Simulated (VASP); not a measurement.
# SiC (Cm) in VASP: single point with PBE

Aim: the single point of SiC with PBE.

All numbers are computed with VASP 6.6.1; they aren't measurements. Logs are shortened: lines on timing, memory, paths and dates and some standing lists are left out, and cuts for length are marked.

**1. The cell of the first run**

The structure is monoclinic, space group Cm (No. 8). The conventional cell has a = 5.355 Å, b = 3.092 Å, c = 5.074 Å, α = 90.00°, β = 90.00°, γ = 90.00°. Si (site symmetry m) has 1 C at 1.46 Å within 1.9 Å. Within 2.3 Å of Si (site symmetry m) lie 4 C at 1.69 to 2.25 Å. C (site symmetry m) has 4 Si at 1.69 to 2.25 Å within 2.3 Å. Within 1.9 Å of C (site symmetry m) lie 1 Si at 1.46 Å.

**2. Single point, PBE**

Contents of INCAR:

```
SYSTEM = SiC
ALGO = Normal ; EDIFF = 1E-7
ENCUT = 520 ; GGA = PE
ISIF = 2 ; ISMEAR = 0
LASPH = .True. ; LCHARG = .True.
LELF = .True. ; LREAL = .False.
LVHAR = .True. ; LWAVE = .False.
NBANDS = 16 ; NELM = 60
PREC = Accurate ; SIGMA = 0.05
```

Contents of KPOINTS:

```
k-points
0
Gamma
  12 12 6
  0 0 0
```

Contents of POSCAR:

```
SiC
1.0
    3.0919867344      0.0000000000      0.0000000000
   -1.5459933672      2.6777390602      0.0000000000
    0.0000000000      0.0000000000      5.0737646004
Si C
2 2
Direct
    0.1792565699      0.5896282849     -0.0241240372
    0.5125899032      0.2562949516      0.4758759628
    0.3333333333      0.6666666667      0.3804363282
    0.6666666667      0.3333333333      0.8804363282
```

Potentials or basis: VASP PAW PBE potentials, release 64 (Si, C).

Run with:

```bash
cat potpaw_PBE.64/Si/POTCAR potpaw_PBE.64/C/POTCAR > POTCAR
mpirun -np 1 vasp_std > vasp.out
```

OUTCAR:

```text
SYSTEM = SiC
   EDIFF = 1E-7
   ENCUT = 520
   GGA = PE
   ISIF = 2
   ISMEAR = 0
   LASPH = .True.
   LREAL = .False.
   NELM = 60
   PREC = Accurate

 ion  position               nearest neighbor table
   1  0.179  0.590  0.976-   4 1.46   4 2.08   4 2.08   3 2.09   2 3.10   2 3.10   2 3.10   2 3.10
                             2 3.10   2 3.10
   2  0.513  0.256  0.476-   3 1.69   3 1.69   4 2.09   3 2.25   1 3.10   1 3.10   1 3.10   1 3.10
                             1 3.10   1 3.10
   3  0.333  0.667  0.380-   2 1.69   2 1.69   1 2.09   2 2.25
   4  0.667  0.333  0.880-   1 1.46   1 2.08   1 2.08   2 2.09

  LATTYP: Found a hexagonal cell.
 ALAT       =     3.0919867344
 C/A-ratio  =     1.6409399639

  Lattice vectors:

 A1 = (   3.0919867344,   0.0000000000,   0.0000000000)
 A2 = (  -1.5459933672,   2.6777390602,   0.0000000000)
 A3 = (   0.0000000000,   0.0000000000,   5.0737646004)

Analysis of symmetry for initial positions (statically):
=====================================================================
 Subroutine PRICEL returns:
 Original cell was already a primitive cell.

 Routine SETGRP: Setting up the symmetry group for a
 hexagonal supercell.

 Subroutine GETGRP returns: Found  2 space group operations
 (whereof  2 operations were pure point group operations)
 out of a pool of 24 trial point group operations.

The static configuration has the point symmetry C_1h.

Analysis of symmetry for dynamics (positions and initial velocities):
=====================================================================
 Subroutine PRICEL returns:
 Original cell was already a primitive cell.

 Routine SETGRP: Setting up the symmetry group for a
 hexagonal supercell.

 Subroutine GETGRP returns: Found  2 space group operations
 (whereof  2 operations were pure point group operations)
 out of a pool of 24 trial point group operations.

The dynamic configuration has the point symmetry C_1h.

 Subroutine INISYM returns: Found  2 space group operations
 (whereof  2 operations are pure point group operations),
 and found     1 'primitive' translations

----------------------------------------------------------------------------------------

                                     Primitive cell

  volume of cell :      42.0084
[... 86 lines left out ...]
   ICHARG =      2    charge: 1-file 2-atom 10-const
   ISPIN  =      1    spin polarized calculation?
   LNONCOLLINEAR =      F non collinear calculations
   LSORBIT =      F    spin-orbit coupling
   LASPH  =      T    aspherical Exc in radial PAW
   ENCUT  =  520.0 eV  38.22 Ry    6.18 a.u.   5.75  5.75  9.43*2*pi/ulx,y,z
   NELM   =     60;   NELMIN=  2; NELMDL= -5     # of ELM steps
   EDIFF  = 0.1E-06   stopping-criterion for ELM
   LREAL  =      F    real-space projection
   EDIFFG = 0.1E-05   stopping-criterion for IOM
   NSW    =      0    number of steps for IOM
   IBRION =     -1    ionic relax: 0-MD 1-quasi-New 2-CG
   NFREE  =      0    steps in history (QN), initial steepest desc. (CG)
   ISIF   =      2    stress and relaxation
   ISYM   =      2    0-nonsym 1-usesym 2-fastsym
   POTIM  = 0.5000    time-step for ionic-motion
   TEBEG  =    0.0;   TEEND  =   0.0 temperature during run
   PSTRESS=    0.0 pullay stress
   NELECT =      16.0000    total number of electrons
   NUPDOWN=      -1.0000    fix difference up-down
   EMIN   =  10.00;   EMAX   =-10.00  energy-range for DOS
   EFERMI =   0.00;   METHOD = LEGACY
   ISMEAR =     0;   SIGMA  =   0.05  broadening in eV -4-tet -1-fermi 0-gaus
   EFERMI_NEDOS =   21; number of points for ismear=-14 and -15
   IALGO  =     38    algorithm
   IMIX   =      4    mixing-type and parameters
     AMIX     =   0.40;   BMIX     =  1.00
     AMIX_MAG =   1.60;   BMIX_MAG =  1.00
  volume/ion in A,a.u.               =      10.50        70.87
  Fermi-wavevector in a.u.,A,eV,Ry     =   1.186687  2.242513 19.160071  1.408225
  Thomas-Fermi vector in A             =   2.322854
   LORBIT       =      0    0 simple, 1 ext, 2 COOP (PROOUT), +10 PAW based schemes
   GGA     = PE    functional components
   LHFCALC =     F    Hartree Fock is set to
   AEXX    =    0.0000 exact exchange contribution
   IVDW    =     0    specifies the selected vdW correction
   LEPSILON=     F    determine dielectric tensor
   LRPA    =     F    only Hartree local field effects (RPA)
 non-spin polarized calculation
 Gauss-broadening in eV      SIGMA  =   0.05
  energy-cutoff  :      520.00
  volume of cell :       42.01
 maximum number of plane-waves:      1170
   NGX = 11   NGY = 11   NGZ = 19

 number of electron      16.0000000 magnetization

 Free energy of the ion-electron system (eV)
  ---------------------------------------------------
  ext. energy  EPLUGINS =         0.00000000
  ---------------------------------------------------
  free energy    TOTEN  =       -25.37660944 eV

  energy without entropy =      -25.37660944  energy(sigma->0) =      -25.37660944

 E-fermi :   9.2272     XC(G=0): -11.2675

 val. band max:        8.9704409341   @ k =   0.0000   0.0000   0.0000
 cond. band min:       9.8534632493   @ k =   0.0000   0.5000   0.0000
 fundamental gap:      0.8830223152
 Fermi energy:         9.2272320036

 k-point     1 :       0.0000    0.0000    0.0000
  band No.  band energies     occupation
      1      -7.4970      2.00000
      2      -4.3178      2.00000
      3      -0.1104      2.00000
      4       5.2489      2.00000
      5       5.6393      2.00000
      6       8.0831      2.00000
[... 433 lines left out ...]
      3       0.3137      2.00000
      4       2.1687      2.00000
      5       2.5692      2.00000
      6       4.8427      2.00000
[... 8 lines left out ...]
     15      18.5961      0.00000
     16      19.4991      0.00000

 [... further k-points ...]
[... 5 lines left out ...]
  --------------------------------------------------------------------------------------
  -------------------------------------------------------------------------------------
  Total       14.5868350      8.8300523      0.7582988      4.9855201      3.3326275      5.7722800
  in kB      556.3338222    336.7733119     28.9210969    190.1449796    127.1045695    220.1515664
  external PRESSURE =     307.3427437 kB  Pullay stress =       0.0000000 kB

 VOLUME and BASIS-vectors are now :
 -----------------------------------------------------------------------------
  energy-cutoff  :      520.00
  volume of cell :       42.01
      direct lattice vectors                 reciprocal lattice vectors
     3.091986734  0.000000000  0.000000000     0.323416653  0.186724692  0.000000000
    -1.545993367  2.677739060  0.000000000     0.000000000  0.373449383  0.000000000
     0.000000000  0.000000000  5.073764600     0.000000000  0.000000000  0.197092313

 POSITION                                       TOTAL-FORCE (eV/Angst)
 -----------------------------------------------------------------------------------
     -0.35730      1.57887      4.95136        16.348960      9.439076      6.496964
      1.18869      0.68629      2.41448         4.189743      2.418949      3.404763
     -0.00000      1.78516      1.93024        -4.070421     -2.350059     -3.342651
      1.54599      0.89258      4.46713       -16.468282     -9.507967     -6.559076
 -----------------------------------------------------------------------------------
    total drift:                               -0.000029     -0.000018     -0.000022

  FREE ENERGIE OF THE ION-ELECTRON SYSTEM (eV)
  ---------------------------------------------------
  free  energy   TOTEN  =       -25.3766094364 eV

  energy  without entropy=      -25.3766094364  energy(sigma->0) =      -25.37660944
```

stdout:

```text
POSCAR found type information on POSCAR SiC
 POSCAR found :  2 types and       4 ions
 scaLAPACK will be used
 LDA part: xc-table for (Slater+PW92), standard interpolation
 POSCAR, INCAR and KPOINTS ok, starting setup
 FFT: planning ... GRIDC
 FFT: planning ... GRID_SOFT
 FFT: planning ... GRID
 WAVECAR not read
 entering main loop
```

Run time: 53 s. Hardware: 1 thread of Intel Xeon 6975P-C (Granite Rapids), shared host; peak memory 0.25 GiB.

Results:

* Free energy: -25.3766 eV
* Pressure: 30.7 GPa
* Largest force: 20.115 eV/Å
* Band gap on the k mesh: 0.88 eV (least direct gap 2.90 eV)

Forces on the atoms (eV/Å):
```
Si   16.349   9.439   6.497
Si    4.190   2.419   3.405
C    -4.070  -2.350  -3.343
C   -16.468  -9.508  -6.559
```

Stress tensor (GPa, compression positive):
```
55.63 19.01 22.02
19.01 33.68 12.71
22.02 12.71  2.89
```

Levels at points of the mesh, in eV from the valence-band top:
| k point | band 6 | band 7 | band 8 | band 9 | band 10 | band 11 |
| --- | --- | --- | --- | --- | --- | --- |
| (0.00, 0.00, 0.00) | -0.89 | -0.74 | 0.00 | 2.90 | 4.49 | 5.17 |
| (0.50, 0.00, 0.00) | -5.08 | -3.89 | -2.49 | 1.57 | 3.55 | 5.82 |
| (0.00, 0.50, 0.00) | -4.02 | -3.69 | -2.05 | 0.88 | 2.54 | 4.67 |
| (0.00, 0.00, 0.50) | -2.73 | -0.83 | -0.33 | 3.87 | 3.97 | 4.93 |
| (0.50, 0.00, 0.50) | -3.00 | -2.86 | -2.73 | 1.76 | 2.30 | 3.31 |
| (0.00, 0.50, 0.50) | -3.74 | -2.38 | -2.09 | 1.79 | 1.91 | 3.06 |

Caveat: the cell differs from its parent crystal (all Si atoms moved +0.438 Å, as atom 1 towards its neighbour atom 4 (C) at 1.893 Å); the cell stands under pressure; forces of over 1 eV/Å act on the atoms, so gaps and moduli don't describe the material at rest.
